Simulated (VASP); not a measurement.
# NaF (F-43m) in VASP: notebook

Runs on NaF. Level: PBE. Tasks: single point.

Program: VASP 6.6.1. These are calculated values, not measurements. Logs are shortened: lines on timing, memory, paths and dates and some standing lists are left out, and cuts for length are marked.

**1. The cell of the first run**

It takes space group F-43m (No. 216, cubic). The conventional cell has a = 4.860 Å, b = 4.860 Å, c = 4.860 Å, α = 90.00°, β = 90.00°, γ = 90.00°. Na (site symmetry -43m) has 4 F at 2.10 Å within 2.8 Å. Within 2.8 Å of F (site symmetry -43m) lie 4 Na at 2.10 Å.

**2. Single point, PBE (strain -4.0%)**

File INCAR:

```
SYSTEM = NaF
PREC = Accurate
ENCUT = 520
EDIFF = 1E-6
ISMEAR = -1
SIGMA = 0.02
LREAL = .FALSE.
LASPH = .TRUE.
NELM = 80
ALGO = Normal
ISIF = 2
LWAVE = .FALSE.
LCHARG = .FALSE.
GGA = PE
NBANDS = 14
```

File KPOINTS:

```
regular mesh
0
G
  8 8 8
  0 0 0
```

File POSCAR:

```
NaF
1.0
    0.0000000000      2.4300108974      2.4300108974
    2.4300108974      0.0000000000      2.4300108974
    2.4300108974      2.4300108974      0.0000000000
Na F
1 1
Direct
    0.0000000000      0.0000000000      0.0000000000
    0.2500000000      0.2500000000      0.2500000000
```

Potentials or basis: VASP PAW PBE potentials, release 64 (Na_pv, F).

Run with:

```sh
$ cat potpaw_PBE.64/Na_pv/POTCAR potpaw_PBE.64/F/POTCAR > POTCAR
$ mpirun -np 1 vasp_std > vasp.out
```

OUTCAR:

```text
SYSTEM = NaF
   PREC = Accurate
   ENCUT = 520
   EDIFF = 1E-6
   ISMEAR = -1
   LREAL = .FALSE.
   LASPH = .TRUE.
   NELM = 80
   ISIF = 2
   GGA = PE

 ion  position               nearest neighbor table
   1  0.000  0.000  0.000-   2 2.10   2 2.10   2 2.10   2 2.10
   2  0.250  0.250  0.250-   1 2.10   1 2.10   1 2.10   1 2.10

  LATTYP: Found a face centered cubic cell.
 ALAT       =     4.8600217948

  Lattice vectors:

 A1 = (   0.0000000000,   2.4300108974,   2.4300108974)
 A2 = (   2.4300108974,   0.0000000000,   2.4300108974)
 A3 = (   2.4300108974,   2.4300108974,   0.0000000000)

Analysis of symmetry for initial positions (statically):
=====================================================================
 Subroutine PRICEL returns:
 Original cell was already a primitive cell.

 Routine SETGRP: Setting up the symmetry group for a
 face centered cubic supercell.

 Subroutine GETGRP returns: Found 24 space group operations
 (whereof 24 operations were pure point group operations)
 out of a pool of 48 trial point group operations.

The static configuration has the point symmetry T_d .

Analysis of symmetry for dynamics (positions and initial velocities):
=====================================================================
 Subroutine PRICEL returns:
 Original cell was already a primitive cell.

 Routine SETGRP: Setting up the symmetry group for a
 face centered cubic supercell.

 Subroutine GETGRP returns: Found 24 space group operations
 (whereof 24 operations were pure point group operations)
 out of a pool of 48 trial point group operations.

The dynamic configuration has the point symmetry T_d .

 Subroutine INISYM returns: Found 24 space group operations
 (whereof 24 operations are pure point group operations),
 and found     1 'primitive' translations

----------------------------------------------------------------------------------------

                                     Primitive cell

  volume of cell :      28.6982

  direct lattice vectors                    reciprocal lattice vectors
     0.000000000  2.430010897  2.430010897    -0.205760394  0.205760394  0.205760394
     2.430010897  0.000000000  2.430010897     0.205760394 -0.205760394  0.205760394
     2.430010897  2.430010897  0.000000000     0.205760394  0.205760394 -0.205760394

  length of vectors
     3.436554368  3.436554368  3.436554368     0.356387457  0.356387457  0.356387457

  position of ions in fractional coordinates (direct lattice)
     0.000000000  0.000000000  0.000000000
     0.250000000  0.250000000  0.250000000

[... 81 lines left out ...]
   NFREE  =      0    steps in history (QN), initial steepest desc. (CG)
   ISIF   =      2    stress and relaxation
   ISYM   =      2    0-nonsym 1-usesym 2-fastsym
   POTIM  = 0.5000    time-step for ionic-motion
   TEBEG  =    0.0;   TEEND  =   0.0 temperature during run
   PSTRESS=    0.0 pullay stress
   NELECT =      14.0000    total number of electrons
   NUPDOWN=      -1.0000    fix difference up-down
   EMIN   =  10.00;   EMAX   =-10.00  energy-range for DOS
   EFERMI =   0.00;   METHOD = LEGACY
   ISMEAR =    -1;   SIGMA  =   0.02  broadening in eV -4-tet -1-fermi 0-gaus
   EFERMI_NEDOS =   21; number of points for ismear=-14 and -15
   IALGO  =     38    algorithm
   IMIX   =      4    mixing-type and parameters
     AMIX     =   0.40;   BMIX     =  1.00
     AMIX_MAG =   1.60;   BMIX_MAG =  1.00
  volume/ion in A,a.u.               =      14.35        96.83
  Fermi-wavevector in a.u.,A,eV,Ry     =   1.288742  2.435369 22.597314  1.660856
  Thomas-Fermi vector in A             =   2.420677
   LORBIT       =      0    0 simple, 1 ext, 2 COOP (PROOUT), +10 PAW based schemes
   GGA     = PE    functional components
   LHFCALC =     F    Hartree Fock is set to
   AEXX    =    0.0000 exact exchange contribution
   IVDW    =     0    specifies the selected vdW correction
   LEPSILON=     F    determine dielectric tensor
   LRPA    =     F    only Hartree local field effects (RPA)
 non-spin polarized calculation
  energy-cutoff  :      520.00
  volume of cell :       28.70
 maximum number of plane-waves:       784
 NGX is ok and might be reduce to    28
   NGX = 13   NGY = 13   NGZ = 13

 number of electron      14.0000012 magnetization

 Free energy of the ion-electron system (eV)
  ---------------------------------------------------
  ext. energy  EPLUGINS =         0.00000000
  ---------------------------------------------------
  free energy    TOTEN  =        -8.26348415 eV

  energy without entropy =       -8.26348415  energy(sigma->0) =       -8.26348415

 E-fermi :  -2.5224     XC(G=0):  -8.2511

 val. band max:       -3.0116450247   @ k =  -0.1250   0.1250   0.0000
 cond. band min:       3.0263995734   @ k =   0.0000   0.0000   0.0000
 fundamental gap:      6.0380445981
 Fermi energy:        -2.5224055183

 k-point     1 :       0.0000    0.0000    0.0000
  band No.  band energies     occupation
      1     -21.8692      2.00000
      2     -21.4499      2.00000
      3     -21.4499      2.00000
      4     -21.4499      2.00000
      5      -3.0136      2.00000
      6      -3.0136      2.00000
      7      -3.0136      2.00000
      8       3.0264      0.00000
      9      17.6005      0.00000
     10      17.6005      0.00000
     11      17.6005      0.00000
     12      19.2744      0.00000
     13      19.2744      0.00000
     14      19.2744      0.00000
[... 377 lines left out ...]
      1     -22.5221      2.00000
      2     -21.5108      2.00000
      3     -21.4793      2.00000
      4     -20.6631      2.00000
      5      -3.8060      2.00000
      6      -3.3075      2.00000
      7      -3.0949      2.00000
      8       7.8316      0.00000
      9       9.4119      0.00000
     10      12.9652      0.00000
     11      14.8868      0.00000
     12      19.2939      0.00000
     13      20.2314      0.00000
     14      23.0432      0.00000

 [... further k-points ...]
[... 5 lines left out ...]
  --------------------------------------------------------------------------------------
  -------------------------------------------------------------------------------------
  Total        1.5432537      1.5432537      1.5432537     -0.0000000      0.0000000     -0.0000000
  in kB       86.1575329     86.1575329     86.1575329     -0.0000000      0.0000000     -0.0000000
  external PRESSURE =      86.1575329 kB  Pullay stress =       0.0000000 kB

 VOLUME and BASIS-vectors are now :
 -----------------------------------------------------------------------------
  energy-cutoff  :      520.00
  volume of cell :       28.70
      direct lattice vectors                 reciprocal lattice vectors
     0.000000000  2.430010897  2.430010897    -0.205760394  0.205760394  0.205760394
     2.430010897  0.000000000  2.430010897     0.205760394 -0.205760394  0.205760394
     2.430010897  2.430010897  0.000000000     0.205760394  0.205760394 -0.205760394

 POSITION                                       TOTAL-FORCE (eV/Angst)
 -----------------------------------------------------------------------------------
      0.00000      0.00000      0.00000        -0.000000     -0.000000     -0.000000
      1.21501      1.21501      1.21501         0.000000      0.000000      0.000000
 -----------------------------------------------------------------------------------
    total drift:                               -0.000000     -0.000000     -0.000000

  FREE ENERGIE OF THE ION-ELECTRON SYSTEM (eV)
  ---------------------------------------------------
  free  energy   TOTEN  =        -8.2634841542 eV

  energy  without entropy=       -8.2634841542  energy(sigma->0) =       -8.26348415
```

Wall time 9.5 s (1 thread of Intel Xeon Platinum 8488C (Sapphire Rapids), shared host); peak memory 0.15 GiB.

What came out:

- Free energy: -8.2635 eV
- Pressure: 8.6 GPa
- Band gap on the k mesh: 6.04 eV, indirect (the least direct gap lies 2.0 meV higher)

Caveat: the cell differs from its parent crystal (strain -4.0%). A k mesh can miss the band edges.

**3. Single point, PBE**

This run uses another cell than the first one, of 16.22 Å³/atom, 1.130 times its volume.

File INCAR:

```
SYSTEM = NaF
ALGO = Normal
EDIFF = 1E-6
ENCUT = 520
GGA = PE
ISIF = 2
ISMEAR = -1
LASPH = .True.
LCHARG = .False.
LREAL = .False.
LWAVE = .False.
NBANDS = 14
NELM = 80
PREC = Accurate
SIGMA = 0.02
```

File KPOINTS:

```
k-points
0
Gamma
  8 8 8
  0 0 0
```

File POSCAR:

```
NaF
1.0
    0.0000000000      2.5312613515      2.5312613515
    2.5312613515      0.0000000000      2.5312613515
    2.5312613515      2.5312613515      0.0000000000
Na F
1 1
Direct
    0.0000000000      0.0000000000      0.0000000000
    0.2500000000      0.2500000000      0.2500000000
```

Potentials or basis: VASP PAW PBE potentials, release 64 (Na_pv, F).

Run with:

```sh
$ cat potpaw_PBE.64/Na_pv/POTCAR potpaw_PBE.64/F/POTCAR > POTCAR
$ mpirun -np 1 vasp_std > vasp.out
```

OUTCAR:

```text
SYSTEM = NaF
   EDIFF = 1E-6
   ENCUT = 520
   GGA = PE
   ISIF = 2
   ISMEAR = -1
   LASPH = .True.
   LREAL = .False.
   NELM = 80
   PREC = Accurate

 ion  position               nearest neighbor table
   1  0.000  0.000  0.000-   2 2.19   2 2.19   2 2.19   2 2.19
   2  0.250  0.250  0.250-   1 2.19   1 2.19   1 2.19   1 2.19

  LATTYP: Found a face centered cubic cell.
 ALAT       =     5.0625227030

  Lattice vectors:

 A1 = (   0.0000000000,   2.5312613515,   2.5312613515)
 A2 = (   2.5312613515,   0.0000000000,   2.5312613515)
 A3 = (   2.5312613515,   2.5312613515,   0.0000000000)

Analysis of symmetry for initial positions (statically):
=====================================================================
 Subroutine PRICEL returns:
 Original cell was already a primitive cell.

 Routine SETGRP: Setting up the symmetry group for a
 face centered cubic supercell.

 Subroutine GETGRP returns: Found 24 space group operations
 (whereof 24 operations were pure point group operations)
 out of a pool of 48 trial point group operations.

The static configuration has the point symmetry T_d .

Analysis of symmetry for dynamics (positions and initial velocities):
[... 173 lines left out ...]
      7      -3.3926      2.00000
      8       2.2199      0.00000
      9      15.9237      0.00000
     10      15.9237      0.00000
     11      15.9237      0.00000
     12      17.5108      0.00000
     13      17.5108      0.00000
     14      17.5108      0.00000
[... 377 lines left out ...]
      1     -22.8634      2.00000
      2     -22.2787      2.00000
      3     -22.2591      2.00000
      4     -21.4187      2.00000
      5      -4.0848      2.00000
      6      -3.6545      2.00000
      7      -3.4774      2.00000
      8       6.8484      0.00000
      9       8.1896      0.00000
     10      11.5035      0.00000
     11      13.3609      0.00000
     12      17.3164      0.00000
     13      18.2218      0.00000
     14      21.0351      0.00000

 [... further k-points ...]

------------------------ aborting loop because EDIFF is reached ----------------------------------------

  FORCE on cell =-STRESS in cart. coord.  units (eV):
  Direction    XX          YY          ZZ          XY          YZ          ZX
  --------------------------------------------------------------------------------------
  -------------------------------------------------------------------------------------
  Total        0.3941818      0.3941818      0.3941818      0.0000000     -0.0000000      0.0000000
  in kB       19.4700130     19.4700130     19.4700130      0.0000000     -0.0000000      0.0000000
  external PRESSURE =      19.4700130 kB  Pullay stress =       0.0000000 kB

 VOLUME and BASIS-vectors are now :
 -----------------------------------------------------------------------------
  energy-cutoff  :      520.00
  volume of cell :       32.44
      direct lattice vectors                 reciprocal lattice vectors
     0.000000000  2.531261351  2.531261351    -0.197529978  0.197529978  0.197529978
     2.531261351  0.000000000  2.531261351     0.197529978 -0.197529978  0.197529978
     2.531261351  2.531261351  0.000000000     0.197529978  0.197529978 -0.197529978

 POSITION                                       TOTAL-FORCE (eV/Angst)
 -----------------------------------------------------------------------------------
      0.00000      0.00000      0.00000        -0.000000     -0.000000     -0.000000
      1.26563      1.26563      1.26563         0.000000      0.000000      0.000000
 -----------------------------------------------------------------------------------
    total drift:                               -0.000001     -0.000001     -0.000001

  FREE ENERGIE OF THE ION-ELECTRON SYSTEM (eV)
  ---------------------------------------------------
  free  energy   TOTEN  =        -8.3837181795 eV

  energy  without entropy=       -8.3837181795  energy(sigma->0) =       -8.38371818
```

stdout:

```text
POSCAR found type information on POSCAR NaF
 POSCAR found :  2 types and       2 ions
 scaLAPACK will be used
 LDA part: xc-table for (Slater+PW92), standard interpolation
 POSCAR, INCAR and KPOINTS ok, starting setup
 FFT: planning ... GRIDC
 FFT: planning ... GRID_SOFT
 FFT: planning ... GRID
 WAVECAR not read
 entering main loop
```

It took 10 s on 1 thread of Intel Xeon Platinum 8488C (Sapphire Rapids), shared host; peak memory 0.15 GiB.

What came out:

```yaml
Free_energy: -8.3837 eV
Pressure: 1.9 GPa
Band_gap_on_the_k_mesh: 5.61 eV, direct
```

Levels at points of the mesh, in eV from the valence-band top:
```csv
k point,band 3,band 4,band 5,band 6,band 7,band 8,band 9,band 10,band 11,band 12
"(0.00, 0.00, 0.00)",-18.85,-18.74,0.00,0.00,0.00,5.61,19.32,19.32,19.32,20.90
"(0.50, 0.00, 0.00)",-18.86,-18.10,-0.85,-0.04,-0.04,9.96,10.90,17.19,17.19,20.46
"(0.50, 0.50, 0.00)",-18.88,-17.97,-0.78,-0.16,-0.16,9.96,12.01,16.24,17.09,17.09
```

A k mesh can miss the band edges. As with any semilocal functional, this PBE gap is likely too small.
